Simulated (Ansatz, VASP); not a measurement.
## Two plane-wave programs on ZnSe

Contents of INCAR:

```
PREC = Accurate
ENCUT = 520
EDIFF = 1E-6
ISMEAR = 0
SIGMA = 0.05
LREAL = F
LASPH = T
NELM = 100
ALGO = Normal
ISIF = 2
LWAVE = F
LCHARG = F
GGA = CA
NBANDS = 16
```

The input KPOINTS:

```
Automatic mesh
0
Gamma
  10 10 10
```

Contents of POSCAR:

```
ZnSe
1.0
    0.0000000000      2.9353850098      2.5999867226
    2.5999867226      0.0000000000      2.5999867226
    2.5999867226      2.9353850098      0.0000000000
Zn Se
1 1
Direct
    0.0000000000      0.0000000000      0.0000000000
    0.7500000000      0.7500000000      0.7500000000
```

Input for Ansatz:

```yaml
crystal:
  lattice:
    - [0.0, 2.9353850098, 2.5999867226]
    - [2.5999867226, 0.0, 2.5999867226]
    - [2.5999867226, 2.9353850098, 0.0]
  atoms:
    - { symbol: Zn, position: [0.0, 0.0, 0.0] }
    - { symbol: Se, position: [0.75, 0.75, 0.75] }
basis:
  ecutwfc: 520.0
kpoints:
  mp_grid: { grid: [10, 10, 10] }
hamiltonian:
  xc: lda
  pseudopotentials: { kind: paw, azcp: { folder: soft_1 } }
scf:
  occupations: { method: gaussian, width: 0.05 }
output:
  forces: true
  stress: true
  eigenvalues: true
```

Alike in both runs: task single point; functional LDA; k mesh 10 × 10 × 10; occupations gaussian, width 0.05 eV; no spin polarisation.

```csv
,VASP,Ansatz
version,VASP 6.6.1,Ansatz 0.2.0
potentials or method,"VASP PAW LDA potentials, release 64 (Zn, Se), cutoff 520 eV","scalar-relativistic, plane waves, PAW"
valence electrons in the cell,18,28
```

|  | VASP | Ansatz | Ansatz less VASP |
| --- | --- | --- | --- |
| gap on the k mesh at the Fermi level (eV) | 1.39 | 1.34 | -0.049 |
| least direct gap on the mesh (eV) | 1.39 | 1.34 | -0.049 |
| pressure (GPa) | 7.3 | 6.8 | -0.51 |
| traceless stress, the component that is largest in VASP (GPa) | -3.71 | -3.75 | -0.037 |

Ansatz warns that its potentials were made for another functional, while VASP's fit it. LDA's correlation is that of Perdew and Zunger in VASP and of Perdew and Wang (1992) in Ansatz. VASP's potentials hold 18 valence electrons a cell and Ansatz's 28, so a difference there can come from the potentials and not from the codes.
